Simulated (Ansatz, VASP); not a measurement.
## One calculation of SnO, two programs

```
CELL_PARAMETERS angstrom
3.82056 -0.00001 0.00000
0.00001 3.82056 0.00000
0.00000 0.00000 22.22811
ATOMIC_POSITIONS crystal
Sn 0.75000 0.25000 0.20245
Sn 0.25000 0.75000 0.30880
Sn 0.50000 0.25000 0.50000
Sn 0.00000 0.75000 0.60635
O 0.25000 0.25000 0.25562
O 0.75000 0.75000 0.25562
O 0.00000 0.25000 0.55318
O 0.50000 0.75000 0.55318
```

Alike in both runs: task single point; functional PBE; dispersion D3(BJ); k mesh 7 × 7 × 1; occupations gaussian, width 0.05 eV; no spin polarisation.

|  | VASP | Ansatz |
| --- | --- | --- |
| version | VASP 6.6.1 | Ansatz 0.2.0 |
| potentials or method | VASP PAW PBE potentials, release 64 (Sn_d, O), cutoff 520 eV | scalar-relativistic, plane waves, PAW |
| valence electrons in the cell | 80 | 80 |

|  | VASP | Ansatz | Ansatz less VASP |
| --- | --- | --- | --- |
| gap on the k mesh at the Fermi level (eV) | 2.57 | 2.61 | +0.041 |
| least direct gap on the mesh (eV) | 2.59 | 2.63 | +0.040 |
| rms of the force components (eV/Å) | 0.049 | 0.021 | -0.0278 |

Ansatz's warnings: structure snapped to symmetry.
